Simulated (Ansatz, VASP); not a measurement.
# AlGa5As6: VASP beside Ansatz

Contents of INCAR:

```
  ALGO = Normal
  EDIFF = 1E-7
  EDIFFG = -0.04
  ENCUT = 500
  GGA = PE
  GGA_COMPAT = F
  IBRION = 2
  ISIF = 3
  ISMEAR = 0
  LASPH = T
  LCHARG = F
  LREAL = F
  LWAVE = F
  NELM = 120
  NELMIN = 4
  NSW = 90
  PREC = Accurate
  SIGMA = 0.1
```

The input KPOINTS:

```
k-points
0
Gamma
  3 3 4
```

The input POSCAR:

```
AlGa5As6
1.0
    6.7398823400      0.0000000000      0.0000000000
   -3.3699411700      5.8369093300      0.0000000000
    0.0000000000      0.0000000000      6.3951809100
Al Ga As
1 5 6
Direct
    0.0000000000      0.0000000000      0.0006830000
    0.6666666700      0.3333333300      0.0006830000
    0.3333333300      0.6666666700      0.0006830000
    0.3333333300      0.0000000000      0.5006830000
    0.0000000000      0.3333333300      0.5006830000
    0.6666666700      0.6666666700      0.5006830000
    0.0000000000      0.0000000000      0.3753170100
    0.6666666700      0.3333333300      0.3753170100
    0.3333333300      0.6666666700      0.3753170100
    0.3333333300      0.0000000000      0.8753170100
    0.0000000000      0.3333333300      0.8753170100
    0.6666666700      0.6666666700      0.8753170100
```

Input for Ansatz:

```yaml
crystal:
  lattice:
    - [6.73988234, 0.0, 0.0]
    - [-3.36994117, 5.83690933, 0.0]
    - [0.0, 0.0, 6.39518091]
  atoms:
    - { symbol: Al, position: [0.0, 0.0, 0.000683] }
    - { symbol: Ga, position: [0.66666667, 0.33333333, 0.000683] }
    - { symbol: Ga, position: [0.33333333, 0.66666667, 0.000683] }
    - { symbol: Ga, position: [0.33333333, 0.0, 0.500683] }
    - { symbol: Ga, position: [0.0, 0.33333333, 0.500683] }
    - { symbol: Ga, position: [0.66666667, 0.66666667, 0.500683] }
    - { symbol: As, position: [0.0, 0.0, 0.37531701] }
    - { symbol: As, position: [0.66666667, 0.33333333, 0.37531701] }
    - { symbol: As, position: [0.33333333, 0.66666667, 0.37531701] }
    - { symbol: As, position: [0.33333333, 0.0, 0.87531701] }
    - { symbol: As, position: [0.0, 0.33333333, 0.87531701] }
    - { symbol: As, position: [0.66666667, 0.66666667, 0.87531701] }
basis:
  ecutwfc: 420
kpoints:
  mp_grid: { grid: [3, 3, 4] }
hamiltonian:
  xc: pbe
scf:
  occupations: { method: gaussian, width: 0.1 }
  lower_state_search: "off"
output:
  forces: true
  stress: true
  eigenvalues: true
relax:
  adjacent_minimum: "off"
  f_tol: 0.04
  max_steps: 70
  cell: { stress_tol: 0.4 }
```

Alike in both runs: task relaxation of cell and atoms; functional PBE; k mesh 3 × 3 × 4; occupations gaussian, width 0.1 eV; no spin polarisation.

|  | VASP | Ansatz |
| --- | --- | --- |
| version | VASP 6.6.1 | Ansatz 0.2.0 |
| potentials or method | VASP PAW PBE potentials, release 64 (Al, Ga_d, As), cutoff 500 eV | scalar-relativistic, plane waves, PAW |
| valence electrons in the cell | 98 | 158 |

Ansatz gave:

```
gap on the k mesh at the Fermi level, each at its own relaxed structure (eV) : 0.40
relaxed volume (Å³/atom)                                                     : 23.63
relaxed cell length with the largest relative difference (Å)                 : 6.663
```

Q: Estimate VASP's values.

A: gap on the k mesh at the Fermi level, each at its own relaxed structure (eV): 0.39; relaxed volume (Å³/atom): 23.68; relaxed cell length with the largest relative difference (Å): 6.669.

VASP's potentials hold 98 valence electrons a cell and Ansatz's 158, so a difference there can come from the potentials and not from the codes.
